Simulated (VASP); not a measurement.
# P (P2_1) in VASP: single point with PBE

Aim: the single point of P with PBE.

Program: VASP 6.6.1. These are calculated values, not measurements. Logs are shortened: lines on timing, memory, paths and dates and some standing lists are left out, and cuts for length are marked.

### Step 1. The cell of the first run

The structure is monoclinic, space group P2_1 (No. 4). The conventional cell has a = 4.671 Å, b = 12.921 Å, c = 4.676 Å, α = 90.00°, β = 95.38°, γ = 90.00°. P (site symmetry 1) has 3 P at 2.16 to 2.41 Å within 2.9 Å. Within 2.9 Å of P (site symmetry 1) lie 3 P at 2.16 to 2.42 Å. P (site symmetry 1) has 3 P at 2.17 to 2.42 Å within 2.9 Å. P (site symmetry 1) has 3 P at 2.17 to 2.41 Å within 2.9 Å. Within 3.0 Å of P (site symmetry 1) lie 5 P at 2.24 to 2.75 Å. Within 3.0 Å of P (site symmetry 1) lie 5 P at 2.24 to 2.75 Å.

### Step 2. Single point, PBE

The input, INCAR:

```
PREC = Accurate
ENCUT = 520
EDIFF = 1E-7
ISMEAR = 0
SIGMA = 0.02
LREAL = False
LASPH = True
NELM = 80
ALGO = Normal
ISIF = 2
LWAVE = False
LCHARG = False
GGA = PE
NBANDS = 42
```

The input, KPOINTS:

```
Automatic mesh
0
Gamma
  6 2 6
```

The input, POSCAR:

```
P
1.0
    4.6705775097      0.0000000000      0.0005179701
    0.0000000000     12.9214319635      0.0000000000
   -0.4386800127      0.0000000000      4.6558509465
P
12
Direct
    0.5494350843      0.8825066595      0.1122042186
    0.1351408909      0.3817769198      0.1986549102
    0.8648591091      0.8817769198      0.8013450898
    0.4505649157      0.3825066595      0.8877957814
    0.8634664155      0.6183905021      0.3012569742
    0.4520632362      0.1176346271      0.3877933080
    0.5479367638      0.6176346271      0.6122066920
    0.1365335845      0.1183905021      0.6987430258
    0.8017735653      0.9991474565      0.4491612849
    0.1982264347      0.4991474565      0.5508387151
    0.1998398275      0.0010666622      0.0510887045
    0.8001601725      0.5010666622      0.9489112955
```

Potentials or basis: VASP PAW PBE potentials, release 64 (P).

Run with:

```console
$ cat potpaw_PBE.64/P/POTCAR > POTCAR
$ mpirun -np 1 vasp_std > vasp.out
```

OUTCAR:

```text
PREC = Accurate
   ENCUT = 520
   EDIFF = 1E-7
   ISMEAR = 0
   LREAL = False
   LASPH = True
   NELM = 80
   ISIF = 2
   GGA = PE

 ion  position               nearest neighbor table
   1  0.549  0.883  0.112-   3 2.16  11 2.24   9 2.41
   2  0.135  0.382  0.199-   4 2.16  10 2.24  12 2.42
   3  0.865  0.882  0.801-   1 2.16   9 2.24  11 2.42
   4  0.451  0.383  0.888-   2 2.16  12 2.24  10 2.41
   5  0.863  0.618  0.301-   7 2.17  12 2.24  10 2.42
   6  0.452  0.118  0.388-   8 2.17   9 2.24  11 2.41
   7  0.548  0.618  0.612-   5 2.17  10 2.24  12 2.41
   8  0.137  0.118  0.699-   6 2.17  11 2.24   9 2.42
   9  0.802  0.999  0.449-   6 2.24   3 2.24   1 2.41   8 2.42  11 2.75
  10  0.198  0.499  0.551-   7 2.24   2 2.24   4 2.41   5 2.42  12 2.75
  11  0.200  0.001  0.051-   1 2.24   8 2.24   6 2.41   3 2.42   9 2.75
  12  0.800  0.501  0.949-   4 2.24   5 2.24   7 2.41   2 2.42  10 2.75

  LATTYP: Found a simple monoclinic cell.
 ALAT       =     4.6705775384
 B/A-ratio  =     2.7665597792
 C/A-ratio  =     1.0012619914
 COS(beta)  =    -0.0936953530

  Lattice vectors:

 A1 = (   4.6705775097,   0.0000000000,   0.0005179701)
 A2 = (   0.0000000000,  12.9214319635,   0.0000000000)
 A3 = (  -0.4386800127,   0.0000000000,   4.6558509465)

Analysis of symmetry for initial positions (statically):
=====================================================================
 Subroutine PRICEL returns:
 Original cell was already a primitive cell.

 Routine SETGRP: Setting up the symmetry group for a
 simple monoclinic supercell.

 Subroutine GETGRP returns: Found  2 space group operations
 (whereof  1 operations were pure point group operations)
 out of a pool of  4 trial point group operations.

The static configuration has the point symmetry C_1 .
 The point group associated with its full space group is C_2 .

Analysis of symmetry for dynamics (positions and initial velocities):
=====================================================================
 Subroutine PRICEL returns:
 Original cell was already a primitive cell.

 Routine SETGRP: Setting up the symmetry group for a
 simple monoclinic supercell.

 Subroutine GETGRP returns: Found  2 space group operations
 (whereof  1 operations were pure point group operations)
 out of a pool of  4 trial point group operations.

The dynamic configuration has the point symmetry C_1 .
 The point group associated with its full space group is C_2 .

 Subroutine INISYM returns: Found  2 space group operations
 (whereof  1 operations are pure point group operations),
 and found     1 'primitive' translations

----------------------------------------------------------------------------------------

                                     Primitive cell

  volume of cell :     280.9861

  direct lattice vectors                    reciprocal lattice vectors
     4.670577510  0.000000000  0.000517970     0.214104048  0.000000000  0.020173147
     0.000000000 12.921431963  0.000000000     0.000000000  0.077390803  0.000000000
    -0.438680013  0.000000000  4.655850947    -0.000023819  0.000000000  0.214781264

  length of vectors
     4.670577538 12.921431963  4.676471767     0.215052317  0.077390803  0.214781265

  position of ions in fractional coordinates (direct lattice)
     0.549435084  0.882506660  0.112204219
     0.135140891  0.381776920  0.198654910
     0.864859109  0.881776920  0.801345090
     0.450564916  0.382506660  0.887795781
     0.863466415  0.618390502  0.301256974
     0.452063236  0.117634627  0.387793308
     0.547936764  0.617634627  0.612206692
     0.136533585  0.118390502  0.698743026
     0.801773565  0.999147456  0.449161285
     0.198226435  0.499147456  0.550838715
     0.199839828  0.001066662  0.051088705
     0.800160173  0.501066662  0.948911295

  ion indices of the primitive-cell ions
   primitive index   ion index
                 1           1
                 2           2
                 3           3
                 4           4
                 5           5
                 6           6
                 7           7
                 8           8
                 9           9
                10          10
                11          11
                12          12

----------------------------------------------------------------------------------------

 KPOINTS: Automatic mesh

Automatic generation of k-mesh.
 Grid dimensions read from file:
 generate k-points for:    6    2    6

 Generating k-lattice:

  Cartesian coordinates                     Fractional coordinates (reciprocal lattice)
     0.035684008  0.000000000  0.003362191     0.166666667  0.000000000  0.000000000
     0.000000000  0.038695402  0.000000000     0.000000000  0.500000000  0.000000000
    -0.000003970  0.000000000  0.035796877     0.000000000  0.000000000  0.166666667

  Length of vectors
     0.035842053  0.038695402  0.035796878

  Shift w.r.t. Gamma in fractional coordinates (k-lattice)
     0.000000000  0.000000000  0.000000000

 Subroutine IBZKPT returns following result:
 ===========================================

 Found     40 irreducible k-points:

 Following reciprocal coordinates:
            Coordinates               Weight
  0.000000  0.000000  0.000000      1.000000
  0.166667  0.000000  0.000000      2.000000
  0.333333  0.000000  0.000000      2.000000
  0.500000  0.000000  0.000000      1.000000
  0.000000  0.500000  0.000000      1.000000
  0.166667  0.500000  0.000000      2.000000
[... 16 lines left out ...]
  0.333333  0.000000  0.333333      2.000000
  0.500000  0.000000  0.333333      2.000000
 [... further k-points ...]
   k-points           NKPTS =     40   k-points in BZ     NKDIM =     40   number of bands    NBANDS=     42
   number of dos      NEDOS =    301   number of ions     NIONS =     12
   total plane-waves  NPLWV = 124416
   dimension x,y,z NGX =    36 NGY =   96 NGZ =   36
   dimension x,y,z NGXF=    72 NGYF=  192 NGZF=   72
   ions per type =              12
   NGX,Y,Z   is equivalent  to a cutoff of  12.81, 12.35, 12.80 a.u.
   NGXF,Y,Z  is equivalent  to a cutoff of  25.63, 24.70, 25.60 a.u.
 SYSTEM =  unknown system
   PREC   = accura    normal or accurate (medium, high low for compatibility)
   ISTART =      0    job   : 0-new  1-cont  2-samecut
   ICHARG =      2    charge: 1-file 2-atom 10-const
   ISPIN  =      1    spin polarized calculation?
   LNONCOLLINEAR =      F non collinear calculations
   LSORBIT =      F    spin-orbit coupling
   LASPH  =      T    aspherical Exc in radial PAW
   ENCUT  =  520.0 eV  38.22 Ry    6.18 a.u.   8.68 24.03  8.70*2*pi/ulx,y,z
   NELM   =     80;   NELMIN=  2; NELMDL= -5     # of ELM steps
   EDIFF  = 0.1E-06   stopping-criterion for ELM
   LREAL  =      F    real-space projection
   EDIFFG = 0.1E-05   stopping-criterion for IOM
   NSW    =      0    number of steps for IOM
   IBRION =     -1    ionic relax: 0-MD 1-quasi-New 2-CG
   NFREE  =      0    steps in history (QN), initial steepest desc. (CG)
   ISIF   =      2    stress and relaxation
   ISYM   =      2    0-nonsym 1-usesym 2-fastsym
   POTIM  = 0.5000    time-step for ionic-motion
   TEBEG  =    0.0;   TEEND  =   0.0 temperature during run
   PSTRESS=    0.0 pullay stress
   NELECT =      60.0000    total number of electrons
   NUPDOWN=      -1.0000    fix difference up-down
   EMIN   =  10.00;   EMAX   =-10.00  energy-range for DOS
   EFERMI =   0.00;   METHOD = LEGACY
   ISMEAR =     0;   SIGMA  =   0.02  broadening in eV -4-tet -1-fermi 0-gaus
   EFERMI_NEDOS =   21; number of points for ismear=-14 and -15
   IALGO  =     38    algorithm
   IMIX   =      4    mixing-type and parameters
     AMIX     =   0.40;   BMIX     =  1.00
     AMIX_MAG =   1.60;   BMIX_MAG =  1.00
  volume/ion in A,a.u.               =      23.42       158.02
  Fermi-wavevector in a.u.,A,eV,Ry     =   0.978506  1.849109 13.027233  0.957475
  Thomas-Fermi vector in A             =   2.109287
   LORBIT       =      0    0 simple, 1 ext, 2 COOP (PROOUT), +10 PAW based schemes
   GGA     = PE    functional components
   LHFCALC =     F    Hartree Fock is set to
   AEXX    =    0.0000 exact exchange contribution
   IVDW    =     0    specifies the selected vdW correction
   LEPSILON=     F    determine dielectric tensor
   LRPA    =     F    only Hartree local field effects (RPA)
 non-spin polarized calculation
 Gauss-broadening in eV      SIGMA  =   0.02
  energy-cutoff  :      520.00
  volume of cell :      280.99
 maximum number of plane-waves:      7595
   NGX = 17   NGY = 49   NGZ = 17

 number of electron      59.9999999 magnetization

 Free energy of the ion-electron system (eV)
  ---------------------------------------------------
  ext. energy  EPLUGINS =         0.00000000
  ---------------------------------------------------
  free energy    TOTEN  =       -62.17525481 eV

  energy without entropy =      -62.17525481  energy(sigma->0) =      -62.17525481

 E-fermi :   3.9987     XC(G=0):  -8.6315

 val. band max:        3.8705422452   @ k =   0.5000   0.0000   0.0000
 cond. band min:       4.5685461680   @ k =   0.5000   0.0000   0.0000
 fundamental gap:      0.6980039228
 Fermi energy:         3.9986525653

 k-point     1 :       0.0000    0.0000    0.0000
  band No.  band energies     occupation
      1     -10.9327      2.00000
      2     -10.8855      2.00000
      3      -8.4936      2.00000
      4      -8.3060      2.00000
      5      -6.4868      2.00000
      6      -6.4860      2.00000
[... 34 lines left out ...]
     41       6.9930      0.00000
     42       7.0460      0.00000

 k-point     2 :       0.1667    0.0000    0.0000
  band No.  band energies     occupation
      1     -10.7855      2.00000
      2     -10.7378      2.00000
      3      -8.4815      2.00000
      4      -8.3042      2.00000
      5      -7.1635      2.00000
      6      -7.1495      2.00000
[... 34 lines left out ...]
     41       7.4341      0.00000
     42       7.5127      0.00000

 k-point     3 :       0.3333    0.0000    0.0000
  band No.  band energies     occupation
      1     -10.3539      2.00000
      2     -10.3041      2.00000
      3      -8.8722      2.00000
      4      -8.7785      2.00000
      5      -7.4499      2.00000
      6      -7.3466      2.00000
[... 34 lines left out ...]
     41       7.8022      0.00000
     42       7.9649      0.00000

 k-point     4 :       0.5000    0.0000    0.0000
  band No.  band energies     occupation
      1      -9.7306      2.00000
      2      -9.6805      2.00000
      3      -9.6118      2.00000
      4      -9.5449      2.00000
      5      -7.1804      2.00000
      6      -7.0358      2.00000
[... 844 lines left out ...]
     41       7.9488      0.00000
     42       8.2456      0.00000

 k-point    23 :       0.3333    0.0000    0.3333
  band No.  band energies     occupation
      1      -9.6051      2.00000
      2      -9.5591      2.00000
      3      -8.9980      2.00000
      4      -8.9974      2.00000
      5      -8.0384      2.00000
      6      -7.9378      2.00000
[... 34 lines left out ...]
     41       7.9647      0.00000
     42       8.1351      0.00000

 k-point    24 :       0.5000    0.0000    0.3333
  band No.  band energies     occupation
      1      -9.5126      2.00000
      2      -9.4817      2.00000
      3      -8.8965      2.00000
      4      -8.8392      2.00000
      5      -7.6846      2.00000
      6      -7.6417      2.00000
[... 34 lines left out ...]
     41       8.0947      0.00000
     42       8.1133      0.00000

 [... further k-points ...]

------------------------ aborting loop because EDIFF is reached ----------------------------------------

  FORCE on cell =-STRESS in cart. coord.  units (eV):
  Direction    XX          YY          ZZ          XY          YZ          ZX
  --------------------------------------------------------------------------------------
  -------------------------------------------------------------------------------------
  Total       -0.4262258     -0.4131923     -0.4267423      0.0000000      0.0000000      0.0340603
  in kB       -2.4303311     -2.3560144     -2.4332766      0.0000000      0.0000000      0.1942113
  external PRESSURE =      -2.4065407 kB  Pullay stress =       0.0000000 kB

 VOLUME and BASIS-vectors are now :
 -----------------------------------------------------------------------------
  energy-cutoff  :      520.00
  volume of cell :      280.99
      direct lattice vectors                 reciprocal lattice vectors
     4.670577510  0.000000000  0.000517970     0.214104048  0.000000000  0.020173147
     0.000000000 12.921431963  0.000000000     0.000000000  0.077390803  0.000000000
    -0.438680013  0.000000000  4.655850947    -0.000023819  0.000000000  0.214781264

 POSITION                                       TOTAL-FORCE (eV/Angst)
 -----------------------------------------------------------------------------------
      2.51696     11.40325      0.52269         0.014541      0.035158     -0.025591
      0.54404      4.93310      0.92498         0.027164      0.033363     -0.012252
      3.68786     11.39382      3.73139        -0.027164      0.033363      0.012252
      1.71494      4.94253      4.13368        -0.014541      0.035158      0.025591
      3.90073      7.99049      1.40305        -0.028775     -0.034862      0.010813
      1.94128      1.52001      1.80574        -0.015469     -0.032606      0.027769
      2.29062      7.98072      2.85063         0.015469     -0.032606     -0.027769
      0.33117      1.52977      3.25331         0.028775     -0.034862     -0.010813
      3.54771     12.91042      2.09164        -0.023926     -0.002358      0.018630
      0.68419      6.44970      2.56473         0.023926     -0.002358     -0.018630
      0.91096      0.01378      0.23796         0.022544      0.001304     -0.022170
      3.32094      6.47450      4.41840        -0.022544      0.001304      0.022170
 -----------------------------------------------------------------------------------
    total drift:                               -0.000000      0.000012      0.000000

  FREE ENERGIE OF THE ION-ELECTRON SYSTEM (eV)
  ---------------------------------------------------
  free  energy   TOTEN  =       -62.1752548127 eV

  energy  without entropy=      -62.1752548127  energy(sigma->0) =      -62.17525481
```

It took 9.8 min on 1 thread of AMD EPYC 7R13 (Zen 3), shared host; peak memory 0.47 GiB.

Results:

```yaml
Free_energy: -62.1753 eV
Pressure: -0.2 GPa
Largest_force: 0.046 eV/Å
Band_gap_on_the_k_mesh: 0.70 eV
```

Forces in eV/Å, atoms in the order of the input:
```
P    0.015  0.035 -0.026
P    0.027  0.033 -0.012
P   -0.027  0.033  0.012
P   -0.015  0.035  0.026
P   -0.029 -0.035  0.011
P   -0.015 -0.033  0.028
P    0.015 -0.033 -0.028
P    0.029 -0.035 -0.011
P   -0.024 -0.002  0.019
P    0.024 -0.002 -0.019
P    0.023  0.001 -0.022
P   -0.023  0.001  0.022
```

Caveat: semilocal functionals underestimate gaps, and a narrow one can read as zero; this functional lacks dispersion, which binds layers or chains, so the pressure and a relaxed spacing across them are unreliable. A k mesh can miss the band edges.
